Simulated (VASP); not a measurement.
# Ir (Fd-3m) in VASP: notebook

Runs on Ir. Level: LDA. Tasks: single point, relaxation of cell and atoms.

Everything below comes from runs of VASP 6.6.1. Logs are shortened: lines on timing, memory, paths and dates and some standing lists are left out, and cuts for length are marked.

## Step 1: The cell of the first run

Symmetry: Fd-3m, No. 227, cubic system. Conventional cell: a = 5.476 Å, b = 5.476 Å, c = 5.476 Å, α = 90.00°, β = 90.00°, γ = 90.00°. Ir (site symmetry -43m) has 4 Ir at 2.37 Å within 3.1 Å.

This isn't the form of Ir at room conditions, which is fcc.

## Step 2: Single point, LDA

File INCAR:

```
SYSTEM = Ir
  ALGO = Normal
  EDIFF = 1E-6
  ENCUT = 500
  GGA = CA
  GGA_COMPAT = .FALSE.
  ISIF = 2
  ISMEAR = -1
  LASPH = .TRUE.
  LCHARG = .FALSE.
  LREAL = .FALSE.
  LWAVE = .FALSE.
  NBANDS = 16
  NELM = 120
  PREC = Accurate
  SIGMA = 0.05
```

File KPOINTS:

```
k-points
0
G
  7 7 7
  0 0 0
```

File POSCAR:

```
Ir
1.0
    0.0000000000      2.7382187225      2.7382187225
    2.7382187225      0.0000000000      2.7382187225
    2.7382187225      2.7382187225      0.0000000000
Ir
2
Direct
    1.0000000000      1.0000000000      1.0000000000
    0.2500000000      0.2500000000      0.2500000000
```

Potentials or basis: VASP PAW LDA potentials, release 64 (Ir).

Run with:

```console
$ cat potpaw_LDA.64/Ir/POTCAR > POTCAR
$ mpirun -np 1 vasp_std > vasp.out
```

OUTCAR:

```text
SYSTEM = Ir
   EDIFF = 1E-6
   ENCUT = 500
   GGA = CA
   ISIF = 2
   ISMEAR = -1
   LASPH = .TRUE.
   LREAL = .FALSE.
   NELM = 120
   PREC = Accurate

 ion  position               nearest neighbor table
   1  0.000  0.000  0.000-   2 2.37   2 2.37   2 2.37   2 2.37
   2  0.250  0.250  0.250-   1 2.37   1 2.37   1 2.37   1 2.37

  LATTYP: Found a face centered cubic cell.
 ALAT       =     5.4764374450

  Lattice vectors:

 A1 = (   0.0000000000,   2.7382187225,   2.7382187225)
 A2 = (   2.7382187225,   0.0000000000,   2.7382187225)
 A3 = (   2.7382187225,   2.7382187225,   0.0000000000)

Analysis of symmetry for initial positions (statically):
=====================================================================
 Subroutine PRICEL returns:
 Original cell was already a primitive cell.

 Routine SETGRP: Setting up the symmetry group for a
 face centered cubic supercell.

 Subroutine GETGRP returns: Found 48 space group operations
 (whereof 24 operations were pure point group operations)
 out of a pool of 48 trial point group operations.

The static configuration has the point symmetry T_d .
 The point group associated with its full space group is O_h .

Analysis of symmetry for dynamics (positions and initial velocities):
=====================================================================
 Subroutine PRICEL returns:
 Original cell was already a primitive cell.

 Routine SETGRP: Setting up the symmetry group for a
 face centered cubic supercell.

 Subroutine GETGRP returns: Found 48 space group operations
 (whereof 24 operations were pure point group operations)
 out of a pool of 48 trial point group operations.

The dynamic configuration has the point symmetry T_d .
 The point group associated with its full space group is O_h .

 Subroutine INISYM returns: Found 48 space group operations
 (whereof 24 operations are pure point group operations),
 and found     1 'primitive' translations

----------------------------------------------------------------------------------------

                                     Primitive cell

  volume of cell :      41.0615

  direct lattice vectors                    reciprocal lattice vectors
     0.000000000  2.738218723  2.738218723    -0.182600461  0.182600461  0.182600461
     2.738218723  0.000000000  2.738218723     0.182600461 -0.182600461  0.182600461
     2.738218723  2.738218723  0.000000000     0.182600461  0.182600461 -0.182600461

[... 75 lines left out ...]
   LASPH  =      T    aspherical Exc in radial PAW
   ENCUT  =  500.0 eV  36.75 Ry    6.06 a.u.   7.06  7.06  7.06*2*pi/ulx,y,z
   NELM   =    120;   NELMIN=  2; NELMDL= -5     # of ELM steps
   EDIFF  = 0.1E-05   stopping-criterion for ELM
   LREAL  =      F    real-space projection
   EDIFFG = 0.1E-04   stopping-criterion for IOM
   NSW    =      0    number of steps for IOM
   IBRION =     -1    ionic relax: 0-MD 1-quasi-New 2-CG
   NFREE  =      0    steps in history (QN), initial steepest desc. (CG)
   ISIF   =      2    stress and relaxation
   ISYM   =      2    0-nonsym 1-usesym 2-fastsym
   POTIM  = 0.5000    time-step for ionic-motion
   TEBEG  =    0.0;   TEEND  =   0.0 temperature during run
   PSTRESS=    0.0 pullay stress
   NELECT =      18.0000    total number of electrons
   NUPDOWN=      -1.0000    fix difference up-down
   EMIN   =  10.00;   EMAX   =-10.00  energy-range for DOS
   EFERMI =   0.00;   METHOD = LEGACY
   ISMEAR =    -1;   SIGMA  =   0.05  broadening in eV -4-tet -1-fermi 0-gaus
   EFERMI_NEDOS =   21; number of points for ismear=-14 and -15
   IALGO  =     38    algorithm
   IMIX   =      4    mixing-type and parameters
     AMIX     =   0.40;   BMIX     =  1.00
     AMIX_MAG =   1.60;   BMIX_MAG =  1.00
  volume/ion in A,a.u.               =      20.53       138.55
  Fermi-wavevector in a.u.,A,eV,Ry     =   1.243620  2.350100 21.042628  1.546590
  Thomas-Fermi vector in A             =   2.377922
   LORBIT       =      0    0 simple, 1 ext, 2 COOP (PROOUT), +10 PAW based schemes
   GGA     = CA    functional components
   LHFCALC =     F    Hartree Fock is set to
   AEXX    =    0.0000 exact exchange contribution
   IVDW    =     0    specifies the selected vdW correction
   LEPSILON=     F    determine dielectric tensor
   LRPA    =     F    only Hartree local field effects (RPA)
 non-spin polarized calculation
  energy-cutoff  :      500.00
  volume of cell :       41.06
 maximum number of plane-waves:      1051
   NGX = 15   NGY = 15   NGZ = 15

 number of electron      17.9999999 magnetization

 Free energy of the ion-electron system (eV)
  ---------------------------------------------------
  ext. energy  EPLUGINS =         0.00000000
  ---------------------------------------------------
  free energy    TOTEN  =       -18.24343421 eV

  energy without entropy =      -18.22830209  energy(sigma->0) =      -18.23586815

 E-fermi :   5.6480     XC(G=0): -11.6673

 val. band max:        5.5560035505   @ k =   0.4286   0.2857   0.0000
 cond. band min:       5.6546701989   @ k =   0.4286   0.1429   0.0000
 fundamental gap:      0.0986666484
 Fermi energy:         5.6480346098

 k-point     1 :       0.0000    0.0000    0.0000
  band No.  band energies     occupation
      1      -2.7289      2.00000
      2       0.2332      2.00000
      3       0.2332      2.00000
      4       0.6994      2.00000
      5       0.6994      2.00000
      6       0.6994      2.00000
[... 357 lines left out ...]
      3       0.5941      2.00000
      4       0.6200      2.00000
      5       1.6743      2.00000
      6       2.4965      2.00000
[... 8 lines left out ...]
     15      17.7233      0.00000
     16      20.2944      0.00000

------------------------ aborting loop because EDIFF is reached ----------------------------------------

  FORCE on cell =-STRESS in cart. coord.  units (eV):
  Direction    XX          YY          ZZ          XY          YZ          ZX
  --------------------------------------------------------------------------------------
  -------------------------------------------------------------------------------------
  Total        0.0557968      0.0557968      0.0557968     -0.0000000      0.0000000     -0.0000000
  in kB        2.1771355      2.1771355      2.1771355     -0.0000000      0.0000000     -0.0000000
  external PRESSURE =       2.1771355 kB  Pullay stress =       0.0000000 kB

 VOLUME and BASIS-vectors are now :
 -----------------------------------------------------------------------------
  energy-cutoff  :      500.00
  volume of cell :       41.06
      direct lattice vectors                 reciprocal lattice vectors
     0.000000000  2.738218723  2.738218723    -0.182600461  0.182600461  0.182600461
     2.738218723  0.000000000  2.738218723     0.182600461 -0.182600461  0.182600461
     2.738218723  2.738218723  0.000000000     0.182600461  0.182600461 -0.182600461

 POSITION                                       TOTAL-FORCE (eV/Angst)
 -----------------------------------------------------------------------------------
      0.00000      0.00000      0.00000         0.000000     -0.000000     -0.000000
      1.36911      1.36911      1.36911        -0.000000      0.000000      0.000000
 -----------------------------------------------------------------------------------
    total drift:                                0.000000      0.000000      0.000000

  FREE ENERGIE OF THE ION-ELECTRON SYSTEM (eV)
  ---------------------------------------------------
  free  energy   TOTEN  =       -18.2434342109 eV

  energy  without entropy=      -18.2283020907  energy(sigma->0) =      -18.23586815
```

Run time: 12 s. Hardware: 1 thread of Intel Xeon 8259CL, shared host; peak memory 0.14 GiB.

What came out:

* Free energy: -18.2434 eV
* Pressure: 0.2 GPa
* Band gap on the k mesh: zero (bands 9 and 10 overlap by 1.48 eV)

Caveat: spin-orbit coupling is left out, which moves the levels of the heavy elements.

## Step 3: Relaxation of cell and atoms, LDA

This run uses another cell than the first one, of 18.30 Å³/atom.

File INCAR:

```
SYSTEM = Ir
  PREC = Accurate
  ENCUT = 500
  EDIFF = 1E-7
  ISMEAR = -1
  SIGMA = 0.05
  LREAL = .False.
  LASPH = .True.
  NELM = 120
  ALGO = Normal
  ISIF = 3
  LWAVE = .False.
  LCHARG = .False.
  IBRION = 2
  NSW = 60
  EDIFFG = -0.01
  GGA_COMPAT = .False.
  NELMIN = 4
```

File KPOINTS:

```
regular mesh
0
Gamma
  7 7 7
  0 0 0
```

File POSCAR:

```
Ir
1.0
    0.0000000000      2.6350000000      2.6350000000
    2.6350000000      0.0000000000      2.6350000000
    2.6350000000      2.6350000000      0.0000000000
Ir
2
Direct
    1.0000000000      1.0000000000      1.0000000000
    0.2500000000      0.2500000000      0.2500000000
```

Potentials or basis: VASP PAW LDA potentials, release 64 (Ir).

Run with:

```console
$ cat potpaw_LDA.64/Ir/POTCAR > POTCAR
$ mpirun -np 1 vasp_std > vasp.out
```

OUTCAR:

```text
SYSTEM = Ir
   PREC = Accurate
   ENCUT = 500
   EDIFF = 1E-7
   ISMEAR = -1
   LREAL = .False.
   LASPH = .True.
   NELM = 120
   ISIF = 3
   IBRION = 2
   NSW = 60
   EDIFFG = -0.01
   NELMIN = 4

 ion  position               nearest neighbor table
   1  0.000  0.000  0.000-   2 2.28   2 2.28   2 2.28   2 2.28
   2  0.250  0.250  0.250-   1 2.28   1 2.28   1 2.28   1 2.28

  LATTYP: Found a face centered cubic cell.
 ALAT       =     5.2700000000

  Lattice vectors:

 A1 = (   0.0000000000,   2.6350000000,   2.6350000000)
 A2 = (   2.6350000000,   0.0000000000,   2.6350000000)
 A3 = (   2.6350000000,   2.6350000000,   0.0000000000)

Analysis of symmetry for initial positions (statically):
=====================================================================
 Subroutine PRICEL returns:
 Original cell was already a primitive cell.

 Routine SETGRP: Setting up the symmetry group for a
 face centered cubic supercell.

 Subroutine GETGRP returns: Found 48 space group operations
 (whereof 24 operations were pure point group operations)
 out of a pool of 48 trial point group operations.

The static configuration has the point symmetry T_d .
 The point group associated with its full space group is O_h .

Analysis of symmetry for dynamics (positions and initial velocities):
=====================================================================
 Subroutine PRICEL returns:
[... 162 lines left out ...]
  in kB      322.0395713    322.0395713    322.0395713      0.0000000      0.0000000     -0.0000000
  external PRESSURE =     322.0395713 kB  Pullay stress =       0.0000000 kB
[... 23 lines left out ...]
--------------------------------------- Ionic step        2  -------------------------------------------

 number of electron      18.0000002 magnetization

 E-fermi :   1.6477     XC(G=0):  -9.8010

 val. band max:        1.6216245966   @ k =  -0.4286   0.2857   0.1429
 cond. band min:       1.7536307533   @ k =  -0.1429   0.1429   0.0000
 fundamental gap:      0.1320061566
 Fermi energy:         1.6476846048

 k-point     1 :       0.0000    0.0000    0.0000
  band No.  band energies     occupation
      1      -4.1594      2.00000
      2      -1.4693      2.00000
      3      -1.4693      2.00000
      4      -1.4367      2.00000
      5      -1.4367      2.00000
      6      -1.4367      2.00000
      7       0.5503      2.00000
      8       0.5503      2.00000
      9       0.5503      2.00000
     10       1.9961      0.00188
     11       1.9961      0.00188
     12      10.6062      0.00000
     13      11.2846      0.00000
[... 409 lines left out ...]
--------------------------------------- Ionic step        5  -------------------------------------------

 number of electron      17.9999999 magnetization

 Free energy of the ion-electron system (eV)
  ---------------------------------------------------
  ext. energy  EPLUGINS =         0.00000000
  ---------------------------------------------------
  free energy    TOTEN  =       -18.24067099 eV

  energy without entropy =      -18.22553953  energy(sigma->0) =      -18.23310526

 E-fermi :   5.6348     XC(G=0): -11.6620

 val. band max:        5.5429379856   @ k =   0.4286   0.2857   0.0000
 cond. band min:       5.6412346230   @ k =   0.4286   0.1429   0.0000
 fundamental gap:      0.0982966374
 Fermi energy:         5.6347853853

 k-point     1 :       0.0000    0.0000    0.0000
  band No.  band energies     occupation
      1      -2.7341      2.00000
      2       0.2278      2.00000
      3       0.2278      2.00000
      4       0.6922      2.00000
      5       0.6922      2.00000
      6       0.6922      2.00000
      7       3.7365      2.00000
      8       3.7365      2.00000
      9       3.7365      2.00000
     10       6.5071      0.00000
     11       6.5071      0.00000
     12      16.6447      0.00000
     13      16.6556      0.00000
[... 331 lines left out ...]
  FREE ENERGIE OF THE ION-ELECTRON SYSTEM (eV)
  ---------------------------------------------------
  free  energy   TOTEN  =       -18.2406709876 eV

  energy  without entropy=      -18.2255395252  energy(sigma->0) =      -18.23310526

 reached required accuracy - stopping structural energy minimisation
```

OSZICAR:

```text
N       E                     dE             d eps       ncg     rms          rms(c)
DAV:   1     0.160084246261E+03    0.16008E+03   -0.79321E+03   520   0.128E+03
DAV:   2    -0.104673323397E+02   -0.17055E+03   -0.15764E+03   525   0.368E+02
DAV:   3    -0.186551976499E+02   -0.81879E+01   -0.79108E+01   649   0.878E+01
[... 46 lines left out ...]
DAV:   2    -0.182407214278E+02    0.11454E-02   -0.30891E-03   535   0.705E-01    0.676E-02
DAV:   3    -0.182406698972E+02    0.51531E-04   -0.28267E-04   692   0.181E-01    0.339E-02
DAV:   4    -0.182406713574E+02   -0.14602E-05   -0.25163E-05   545   0.479E-02    0.537E-03
DAV:   5    -0.182406709283E+02    0.42909E-06   -0.32226E-06   652   0.205E-02    0.160E-03
DAV:   6    -0.182406709876E+02   -0.59310E-07   -0.99517E-08   303   0.305E-03
   5 F= -.18240671E+02 E0= -.18233105E+02  d E =-.407688E+00
```

CONTCAR:

```text
Ir
   1.00000000000000
    -0.0000000000000000    2.7391543042798840    2.7391543042798840
     2.7391543042798840    0.0000000000000000    2.7391543042798840
     2.7391543042798840    2.7391543042798840   -0.0000000000000000
  Ir
     2
Direct
     0.0000000000000000    0.0000000000000000    0.0000000000000000
     0.2500000000000000    0.2500000000000000    0.2500000000000000

  0.00000000E+00  0.00000000E+00  0.00000000E+00
  0.00000000E+00  0.00000000E+00  0.00000000E+00
```

It took 30 s on 1 thread of Intel Xeon 8259CL, shared host; peak memory 0.15 GiB.

What came out:

```yaml
Free_energy: -18.2407 eV
Relaxed_volume: 20.55 Å³/atom
Relaxed_cell: a = 3.874 Å, b = 3.874 Å, c = 3.874 Å, α = 60.00°, β = 60.00°, γ = 60.00°
Space_group_after_relaxing_to_0.1_Å: Fd-3m (No. 227)
Pressure_after_relaxing: 0.0 GPa
Band_gap_on_the_k_mesh: zero (bands 9 and 10 overlap by 1.48 eV)
```

Final structure:
```cif
data_structure
_symmetry_space_group_name_H-M 'P 1'
_symmetry_Int_Tables_number 1
_cell_length_a 3.8737
_cell_length_b 3.8737
_cell_length_c 3.8737
_cell_angle_alpha 60.000
_cell_angle_beta 60.000
_cell_angle_gamma 60.000
_cell_volume 41.10
loop_
_atom_site_label
_atom_site_type_symbol
_atom_site_fract_x
_atom_site_fract_y
_atom_site_fract_z
_atom_site_occupancy
Ir1 Ir 0.00000 0.00000 0.00000 1
Ir2 Ir 0.25000 0.25000 0.25000 1
```

Caveat: spin-orbit coupling is left out, which moves the levels of the heavy elements.

The gap in the log of VASP goes by the Fermi energy; the results here count the filled bands.